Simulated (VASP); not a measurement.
TiH4:

```
Ti H
1.0
    -2.25305    2.25305    2.25305
     2.25305   -2.25305    2.25305
     2.25305    2.25305   -2.25305
Ti H
1 4
Cartesian
  0.0000 0.0000 0.0000
  1.1265 1.1265 1.1265
  1.1265 1.1265 -1.1265
  1.1265 -1.1265 1.1265
  -1.1265 1.1265 1.1265
```

```yaml
Program: VASP 6.6.1
Task: relaxation of cell and atoms
Functional: PBE
Potentials_or_basis: VASP PAW PBE potentials, release 64 (Ti_sv, H)
Cutoff: 600 eV
k_mesh: 6 × 6 × 6
Occupations: gaussian, width 0.1 eV
Spin: no spin polarisation
```

At the start: pressure -10.1 GPa; volume 9.15 Å³/atom.

How do energy, volume and symmetry change on relaxing?

Over 4 steps the energy falls by 52.0 meV/atom and the volume is 7.69 Å³/atom (-16.0 %); space group Im-3m (No. 229, to 0.05 Å).

The path:
| step | energy change (eV) | largest force (eV/Å) | pressure (GPa) | volume (Å³) |
| --- | --- | --- | --- | --- |
| 1 | 0.0000 | 0.0000 | -10.12 | 45.75 |
| 2 | -0.1908 | 0.0000 | -5.91 | 42.03 |
| 3 | -0.2564 | 0.0000 | -1.49 | 39.28 |
| 4 | -0.2598 | 0.0000 | 0.17 | 38.45 |

Final structure:
```yaml
crystal:
  lattice:
    - [-2.12623, 2.12623, 2.12623]
    - [2.12623, -2.12623, 2.12623]
    - [2.12623, 2.12623, -2.12623]
  atoms:
    - { symbol: Ti, position: [0.00000, 0.00000, 0.00000] }
    - { symbol: H, position: [0.50000, 0.50000, 0.50000] }
    - { symbol: H, position: [0.00000, 0.00000, 0.50000] }
    - { symbol: H, position: [0.00000, 0.50000, 0.00000] }
    - { symbol: H, position: [0.50000, 0.00000, 0.00000] }
```

Caveat: the volume moved by over 15 % at a fixed basis, so the end points are rough.
